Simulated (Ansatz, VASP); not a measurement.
**CdSe: VASP beside Ansatz**

POSCAR

```
CdSe
1.0
    4.2785000000      0.0000000000      0.0000000000
   -2.1392500000      3.7052894550      0.0000000000
    0.0000000000      0.0000000000      7.0200000000
Cd Se
2 2
Direct
    0.3333333333      0.6666666667      0.0000000000
    0.6666666667      0.3333333333      0.5000000000
    0.3333333333      0.6666666667      0.3850000000
    0.6666666667      0.3333333333      0.8850000000
```

File INCAR.step1:

```
SYSTEM = CdSe
ALGO = Normal
EDIFF = 1E-5
ENCUT = 550
GGA = PE
GGA_COMPAT = .False.
ISMEAR = -1
LASPH = .True.
LCHARG = .False.
LREAL = .False.
LWAVE = .True.
NBANDS = 26
NELM = 120
PREC = Accurate
SIGMA = 0.02
```

File INCAR.step2:

```
SYSTEM = CdSe
ALGO = Normal
EDIFF = 1E-6
ENCUT = 550
GGA_COMPAT = .False.
ISIF = 2
ISMEAR = -1
ISTART = 1
LASPH = .True.
LCHARG = .False.
LMIXTAU = .True.
LREAL = .False.
LWAVE = .False.
METAGGA = R2SCAN
NBANDS = 26
NELM = 120
PREC = Accurate
SIGMA = 0.02
```

File KPOINTS:

```
k-points
0
Gamma
  5 5 3
  0 0 0
```

Input for Ansatz:

```yaml
crystal:
  lattice:
    - [4.2785, 0.0, 0.0]
    - [-2.13925, 3.705289455, 0.0]
    - [0.0, 0.0, 7.02]
  atoms:
    - { symbol: Cd, position: [0.3333333333333333, 0.6666666666666666, 0.0] }
    - { symbol: Cd, position: [0.6666666666666666, 0.3333333333333333, 0.5] }
    - { symbol: Se, position: [0.3333333333333333, 0.6666666666666666, 0.385] }
    - { symbol: Se, position: [0.6666666666666666, 0.3333333333333333, 0.885] }
basis:
  ecutwfc: 550.0
  xc_grid: 2
kpoints:
  mp_grid:
    grid: [5, 5, 3]
hamiltonian:
  xc: r2scan
scf:
  occupations:
    method: fermi_dirac
    width: 0.02
output:
  stress: true
```

Alike in both runs: task single point; functional r2SCAN; k mesh 5 × 5 × 3; occupations fermi-dirac, width 0.02 eV; no spin polarisation.

|  | VASP | Ansatz |
| --- | --- | --- |
| version | VASP 6.6.1 | Ansatz 0.2.0 |
| potentials or method | VASP PAW PBE potentials, release 64 (Cd, Se), cutoff 550 eV | plane waves, PAW |
| valence electrons in the cell | 36 | 72 |

```csv
,VASP,Ansatz,Ansatz less VASP
pressure (GPa),2.5,2.2,-0.27
"traceless stress, the component that is largest in VASP (GPa)",-1.84,-1.79,+0.046
```

VASP's potentials were made for PBE, not for r2SCAN. The functional is the same, so the differences come from potentials, cutoffs and numerics. VASP's potentials hold 36 valence electrons a cell and Ansatz's 72, so a difference there can come from the potentials and not from the codes.
